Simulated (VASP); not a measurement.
# TiC (Fm-3m) in VASP: further runs

The runs below take TiC through single point, relaxation of cell and atoms, with PBE.

Everything below comes from runs of VASP 6.6.1. Logs are shortened: lines on timing, memory, paths and dates and some standing lists are left out, and cuts for length are marked.

## 1. The cell of the first run

The structure is cubic, space group Fm-3m (No. 225). Conventional cell: a = 4.362 Å, b = 4.362 Å, c = 4.362 Å, α = 90.00°, β = 90.00°, γ = 90.00°. Within 2.9 Å of Ti (site symmetry m-3m) lie 6 C at 2.18 Å. C (site symmetry m-3m) has 6 Ti at 2.18 Å within 2.9 Å.

## 2. Single point, PBE (10.37 Å³/atom)

Contents of INCAR:

```
ALGO     = Normal         # electronic algorithm
EDIFF    = 1E-6           # SCF threshold, eV
ENCUT    = 520            # plane-wave cutoff, eV
GGA      = PE             # functional
ISIF     = 2              # what is computed and relaxed
ISMEAR   = -1             # smearing method
LASPH    = T              # aspherical terms in the spheres
LCHARG   = T              # write CHGCAR
LELF     = T              # ELF
LREAL    = F              # projectors in reciprocal space
LVHAR    = T            
LWAVE    = F              # write WAVECAR
NBANDS   = 15             # bands
NELM     = 60             # most SCF steps
PREC     = Accurate       # precision mode
SIGMA    = 0.15           # smearing width, eV
```

Contents of KPOINTS:

```
k-points
0
Gamma
  16 16 16
```

Contents of POSCAR:

```
TiC
1.0
    0.0000000000      2.1810097503      2.1810097503
    2.1810097503      0.0000000000      2.1810097503
    2.1810097503      2.1810097503      0.0000000000
Ti C
1 1
Direct
    0.0000000000      0.0000000000      0.0000000000
    0.5000000000      0.5000000000      0.5000000000
```

Potentials or basis: VASP PAW PBE potentials, release 64 (Ti_sv, C).

On the command line:

```sh
> cat potpaw_PBE.64/Ti_sv/POTCAR potpaw_PBE.64/C/POTCAR > POTCAR
> mpirun -np 1 vasp_std > vasp.out
```

OUTCAR:

```text
EDIFF = 1E-6
   ENCUT = 520
   GGA = PE
   ISIF = 2
   ISMEAR = -1
   LASPH = T
   LREAL = F
   NELM = 60
   PREC = Accurate

 ion  position               nearest neighbor table
   1  0.000  0.000  0.000-   2 2.18   2 2.18   2 2.18   2 2.18   2 2.18   2 2.18
   2  0.500  0.500  0.500-   1 2.18   1 2.18   1 2.18   1 2.18   1 2.18   1 2.18

  LATTYP: Found a face centered cubic cell.
 ALAT       =     4.3620195006

  Lattice vectors:

 A1 = (   0.0000000000,   2.1810097503,   2.1810097503)
 A2 = (   2.1810097503,   0.0000000000,   2.1810097503)
 A3 = (   2.1810097503,   2.1810097503,   0.0000000000)

Analysis of symmetry for initial positions (statically):
=====================================================================
 Subroutine PRICEL returns:
 Original cell was already a primitive cell.

 Routine SETGRP: Setting up the symmetry group for a
 face centered cubic supercell.

 Subroutine GETGRP returns: Found 48 space group operations
 (whereof 48 operations were pure point group operations)
 out of a pool of 48 trial point group operations.

The static configuration has the point symmetry O_h .

Analysis of symmetry for dynamics (positions and initial velocities):
=====================================================================
 Subroutine PRICEL returns:
 Original cell was already a primitive cell.

 Routine SETGRP: Setting up the symmetry group for a
 face centered cubic supercell.

 Subroutine GETGRP returns: Found 48 space group operations
 (whereof 48 operations were pure point group operations)
 out of a pool of 48 trial point group operations.

The dynamic configuration has the point symmetry O_h .

 Subroutine INISYM returns: Found 48 space group operations
 (whereof 48 operations are pure point group operations),
 and found     1 'primitive' translations

----------------------------------------------------------------------------------------

                                     Primitive cell

  volume of cell :      20.7493

  direct lattice vectors                    reciprocal lattice vectors
     0.000000000  2.181009750  2.181009750    -0.229251612  0.229251612  0.229251612
     2.181009750  0.000000000  2.181009750     0.229251612 -0.229251612  0.229251612
     2.181009750  2.181009750  0.000000000     0.229251612  0.229251612 -0.229251612

  length of vectors
     3.084413569  3.084413569  3.084413569     0.397075439  0.397075439  0.397075439

  position of ions in fractional coordinates (direct lattice)
     0.000000000  0.000000000  0.000000000
     0.500000000  0.500000000  0.500000000

  ion indices of the primitive-cell ions
   primitive index   ion index
                 1           1
                 2           2

----------------------------------------------------------------------------------------

 KPOINTS: k-points

Automatic generation of k-mesh.
 Grid dimensions read from file:
 generate k-points for:   16   16   16

 Generating k-lattice:

  Cartesian coordinates                     Fractional coordinates (reciprocal lattice)
    -0.014328226  0.014328226  0.014328226     0.062500000  0.000000000  0.000000000
     0.014328226 -0.014328226  0.014328226     0.000000000  0.062500000  0.000000000
     0.014328226  0.014328226 -0.014328226     0.000000000  0.000000000  0.062500000

  Length of vectors
     0.024817215  0.024817215  0.024817215

  Shift w.r.t. Gamma in fractional coordinates (k-lattice)
     0.000000000  0.000000000  0.000000000

 Subroutine IBZKPT returns following result:
 ===========================================

 Found    145 irreducible k-points:

 Following reciprocal coordinates:
            Coordinates               Weight
  0.000000  0.000000  0.000000      1.000000
  0.062500  0.000000  0.000000      8.000000
  0.125000  0.000000  0.000000      8.000000
  0.187500  0.000000  0.000000      8.000000
  0.250000  0.000000  0.000000      8.000000
  0.312500  0.000000  0.000000      8.000000
[... 16 lines left out ...]
 -0.125000  0.062500  0.000000     24.000000
 -0.062500  0.062500  0.000000     12.000000
 [... further k-points ...]
   k-points           NKPTS =    145   k-points in BZ     NKDIM =    145   number of bands    NBANDS=     15
   number of dos      NEDOS =    301   number of ions     NIONS =      2
   total plane-waves  NPLWV =  13824
   dimension x,y,z NGX =    24 NGY =   24 NGZ =   24
   dimension x,y,z NGXF=    48 NGYF=   48 NGZF=   48
   ions per type =               1   1
   NGX,Y,Z   is equivalent  to a cutoff of  12.94, 12.94, 12.94 a.u.
   NGXF,Y,Z  is equivalent  to a cutoff of  25.87, 25.87, 25.87 a.u.
 SYSTEM =  unknown system
   PREC   = accura    normal or accurate (medium, high low for compatibility)
   ISTART =      0    job   : 0-new  1-cont  2-samecut
   ICHARG =      2    charge: 1-file 2-atom 10-const
   ISPIN  =      1    spin polarized calculation?
   LNONCOLLINEAR =      F non collinear calculations
   LSORBIT =      F    spin-orbit coupling
   LASPH  =      T    aspherical Exc in radial PAW
   ENCUT  =  520.0 eV  38.22 Ry    6.18 a.u.   5.73  5.73  5.73*2*pi/ulx,y,z
   NELM   =     60;   NELMIN=  2; NELMDL= -5     # of ELM steps
   EDIFF  = 0.1E-05   stopping-criterion for ELM
   LREAL  =      F    real-space projection
   EDIFFG = 0.1E-04   stopping-criterion for IOM
   NSW    =      0    number of steps for IOM
   IBRION =     -1    ionic relax: 0-MD 1-quasi-New 2-CG
   NFREE  =      0    steps in history (QN), initial steepest desc. (CG)
   ISIF   =      2    stress and relaxation
   ISYM   =      2    0-nonsym 1-usesym 2-fastsym
   POTIM  = 0.5000    time-step for ionic-motion
   TEBEG  =    0.0;   TEEND  =   0.0 temperature during run
   PSTRESS=    0.0 pullay stress
   NELECT =      16.0000    total number of electrons
   NUPDOWN=      -1.0000    fix difference up-down
   EMIN   =  10.00;   EMAX   =-10.00  energy-range for DOS
   EFERMI =   0.00;   METHOD = LEGACY
   ISMEAR =    -1;   SIGMA  =   0.15  broadening in eV -4-tet -1-fermi 0-gaus
   EFERMI_NEDOS =   21; number of points for ismear=-14 and -15
   IALGO  =     38    algorithm
   IMIX   =      4    mixing-type and parameters
     AMIX     =   0.40;   BMIX     =  1.00
     AMIX_MAG =   1.60;   BMIX_MAG =  1.00
  volume/ion in A,a.u.               =      10.37        70.01
  Fermi-wavevector in a.u.,A,eV,Ry     =   1.501230  2.836913 30.663332  2.253691
  Thomas-Fermi vector in A             =   2.612628
   LORBIT       =      0    0 simple, 1 ext, 2 COOP (PROOUT), +10 PAW based schemes
   GGA     = PE    functional components
   LHFCALC =     F    Hartree Fock is set to
   AEXX    =    0.0000 exact exchange contribution
   IVDW    =     0    specifies the selected vdW correction
   LEPSILON=     F    determine dielectric tensor
   LRPA    =     F    only Hartree local field effects (RPA)
 non-spin polarized calculation
  energy-cutoff  :      520.00
  volume of cell :       20.75
 maximum number of plane-waves:       568
   NGX = 11   NGY = 11   NGZ = 11

 number of electron      15.9999997 magnetization

 Free energy of the ion-electron system (eV)
  ---------------------------------------------------
  ext. energy  EPLUGINS =         0.00000000
  ---------------------------------------------------
  free energy    TOTEN  =       -18.71553121 eV

  energy without entropy =      -18.69009901  energy(sigma->0) =      -18.70281511

 E-fermi :   9.1627     XC(G=0): -12.5889

 val. band max:        9.1507655239   @ k =  -0.0625   0.0625   0.0000
 cond. band min:       9.1675224480   @ k =   0.1250   0.1250   0.0000
 fundamental gap:      0.0167569241
 Fermi energy:         9.1627219393

 k-point     1 :       0.0000    0.0000    0.0000
  band No.  band energies     occupation
      1     -47.4802      2.00000
      2     -23.5149      2.00000
      3     -23.5149      2.00000
      4     -23.5149      2.00000
      5      -3.1326      2.00000
      6       9.8535      0.01980
      7       9.8535      0.01980
      8       9.8535      0.01980
      9      10.8146      0.00003
     10      10.8146      0.00003
     11      10.8146      0.00003
     12      10.8365      0.00003
     13      10.8365      0.00003
     14      19.3393      0.00000
     15      23.1137      0.00000

 k-point     2 :       0.0625    0.0000    0.0000
  band No.  band energies     occupation
      1     -47.4777      2.00000
      2     -23.5330      2.00000
      3     -23.5166      2.00000
      4     -23.5166      2.00000
      5      -3.0465      2.00000
      6       9.4179      0.30867
      7       9.6472      0.07613
      8       9.6472      0.07613
      9      10.1746      0.00235
     10      10.1746      0.00235
     11      11.0450      0.00001
     12      11.8077      0.00000
     13      11.8077      0.00000
     14      19.5020      0.00000
     15      23.1393      0.00000

 k-point     3 :       0.1250    0.0000    0.0000
  band No.  band energies     occupation
      1     -47.4706      2.00000
      2     -23.5841      2.00000
      3     -23.5215      2.00000
      4     -23.5215      2.00000
      5      -2.7934      2.00000
      6       8.5537      1.96610
      7       8.8931      1.71570
      8       8.8931      1.71570
      9      10.2553      0.00137
     10      10.2553      0.00137
     11      11.3608      0.00000
     12      12.8439      0.00000
     13      12.8439      0.00000
     14      19.8982      0.00000
     15      23.1306      0.00000
[... 343 lines left out ...]
 k-point    23 :      -0.1250    0.0625    0.0000
  band No.  band energies     occupation
      1     -47.4654      2.00000
      2     -23.6139      2.00000
      3     -23.5384      2.00000
      4     -23.5192      2.00000
      5      -2.6048      2.00000
      6       8.0682      1.99865
      7       8.3917      1.98836
      8       8.6013      1.95372
      9      10.1511      0.00275
     10      10.6797      0.00008
     11      11.6655      0.00000
     12      12.6897      0.00000
     13      13.7870      0.00000
     14      20.1656      0.00000
     15      23.0953      0.00000

 k-point    24 :      -0.0625    0.0625    0.0000
  band No.  band energies     occupation
      1     -47.4737      2.00000
      2     -23.5579      2.00000
      3     -23.5269      2.00000
      4     -23.5160      2.00000
      5      -2.9056      2.00000
      6       8.9552      1.59907
      7       9.1384      1.08081
      8       9.1508      1.03983
      9       9.9610      0.00972
     10      10.5160      0.00024
     11      11.3901      0.00000
     12      11.9220      0.00000
     13      12.7691      0.00000
     14      19.7519      0.00000
     15      23.1569      0.00000

 [... further k-points ...]

------------------------ aborting loop because EDIFF is reached ----------------------------------------

  FORCE on cell =-STRESS in cart. coord.  units (eV):
  Direction    XX          YY          ZZ          XY          YZ          ZX
  --------------------------------------------------------------------------------------
  -------------------------------------------------------------------------------------
  Total       -0.6003437     -0.6003437     -0.6003437     -0.0000000     -0.0000000      0.0000000
  in kB      -46.3561881    -46.3561881    -46.3561881     -0.0000000     -0.0000000      0.0000000
  external PRESSURE =     -46.3561881 kB  Pullay stress =       0.0000000 kB

 VOLUME and BASIS-vectors are now :
 -----------------------------------------------------------------------------
  energy-cutoff  :      520.00
  volume of cell :       20.75
      direct lattice vectors                 reciprocal lattice vectors
     0.000000000  2.181009750  2.181009750    -0.229251612  0.229251612  0.229251612
     2.181009750  0.000000000  2.181009750     0.229251612 -0.229251612  0.229251612
     2.181009750  2.181009750  0.000000000     0.229251612  0.229251612 -0.229251612

 POSITION                                       TOTAL-FORCE (eV/Angst)
 -----------------------------------------------------------------------------------
      0.00000      0.00000      0.00000        -0.000000      0.000000     -0.000000
      2.18101      2.18101      2.18101         0.000000     -0.000000      0.000000
 -----------------------------------------------------------------------------------
    total drift:                                0.000000     -0.000000     -0.000000

  FREE ENERGIE OF THE ION-ELECTRON SYSTEM (eV)
  ---------------------------------------------------
  free  energy   TOTEN  =       -18.7155312126 eV

  energy  without entropy=      -18.6900990121  energy(sigma->0) =      -18.70281511
```

Run time: 57 s. Hardware: 1 thread of Intel Xeon 8259CL, shared host; peak memory 0.17 GiB.

Results:

```yaml
Free_energy: -18.7155 eV
Pressure: -4.6 GPa
Band_gap_on_the_k_mesh: zero (bands 8 and 9 overlap by 1.09 eV)
```

Caveat: the cell stands under tension.

(Part 1 of 2 ends here.)
